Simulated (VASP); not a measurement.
Input of a VASP 6.6.1 run:

POSCAR

```
S
1.0
    0.0000000000      2.9058564216      2.9058564216
    2.9058564216      0.0000000000      2.9058564216
    2.9058564216      2.9058564216      0.0000000000
S
2
Direct
    0.0000000000      0.0000000000      0.0000000000
    0.2500000000      0.2500000000      0.2500000000
```

INCAR.step1

```
PREC = Accurate ; ENCUT = 520
ISMEAR = -1 ; SIGMA = 0.1
LREAL = F ; LASPH = T
NELM = 100 ; NBANDS = 13
GGA = PE ; ALGO = Normal
EDIFF = 1E-4 ; LWAVE = T
LCHARG = F
```

The input INCAR.step2:

```
PREC = Accurate ; ENCUT = 520
EDIFF = 1E-6 ; ISMEAR = -1
SIGMA = 0.1 ; LREAL = F
LASPH = T ; NELM = 100
ALGO = Normal ; ISIF = 2
LWAVE = F ; LCHARG = F
METAGGA = R2SCAN ; LMIXTAU = T
NBANDS = 13 ; ISTART = 1
```

The input KPOINTS:

```
Automatic mesh
0
Gamma
  10 10 10
```

Potentials or basis: VASP PAW PBE potentials, release 64 (S).

Launch:

```bash
$ cat potpaw_PBE.64/S/POTCAR > POTCAR
$ cp INCAR.step1 INCAR
$ mpirun -np 1 vasp_std > vasp.out
$ cp INCAR.step2 INCAR
$ mpirun -np 1 vasp_std > vasp.out
```

(1) Predict the band gap on the k mesh.

(2) Predict the pressure.

Answers

(1) zero (bands 6 and 7 overlap by 1.21 eV).

(2) -1.4 GPa.

Caveat: the PAW data sets were made with another functional, which shifts forces and pressure a little.
